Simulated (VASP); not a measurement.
Set up this calculation in VASP 6.6.1, as the native input.

- Task: single point
- Functional: PBE
- Potentials or basis: VASP PAW PBE potentials, release 64 (Mn_pv, O)
- Cutoff: 520 eV
- k mesh: 12 × 12 × 6
- Occupations: gaussian, width 0.05 eV
- Spin: collinear spin, antiferromagnetic start
- Starting moments: [5.0, -5.0, 0.0, 0.0] μB
- Hubbard terms: Mn d U = 5.0 eV
- Dipole correction: no
- Further INCAR settings: ALGO = Normal; EDIFF = 1e-06; NBANDS = 31

The structure of MnO lies in POSCAR:

```
MnO
1.0
    0.0000000000      2.2695972285      2.2695972285
    2.2695972285      0.0000000000      2.2695972285
    4.4801717668      4.4801717668      0.0590226902
Mn O
2 2
Direct
    0.0000000000      0.0000000000      0.0000000000
    0.0000000000      0.0000000000      0.5000000000
    0.5000000006      0.5000000006      0.2499999991
    0.4999999994      0.4999999994      0.7500000009
```

The input as run:

INCAR

```
ALGO = Normal
EDIFF = 1E-6
ENCUT = 520
GGA = PE
ISIF = 2
ISMEAR = 0
ISPIN = 2
LASPH = True
LCHARG = False
LDAU = True
LDAUJ = 0 0
LDAUL = 2 -1
LDAUPRINT = 1
LDAUTYPE = 2
LDAUU = 5 0
LMAXMIX = 4
LORBIT = 11
LREAL = False
LWAVE = False
MAGMOM = 5 -5 0 0
NBANDS = 31
NELM = 150
PREC = Accurate
SIGMA = 0.05
```

KPOINTS

```
k-points
0
Gamma
  12 12 6
```

Potentials or basis: VASP PAW PBE potentials, release 64 (Mn_pv, O).

Command:

```bash
$ cat potpaw_PBE.64/Mn_pv/POTCAR potpaw_PBE.64/O/POTCAR > POTCAR
$ mpirun -np 1 vasp_std > vasp.out
```

It gave:

```json
{
  "Pressure": "-0.5 GPa",
  "Band gap on the k mesh": "1.79 eV",
  "Net moment": "0.00 μB per cell",
  "Site moments": "Mn +4.62, -4.62; O +0.00 μB",
  "Valence electrons inside the program's atomic spheres": "Mn 11.31; O 4.99"
}
```

It took 2.5 min on 1 thread of AMD EPYC 9R45 96-Core Processor (Zen 5), on a shared host, peak memory 0.29 GiB.
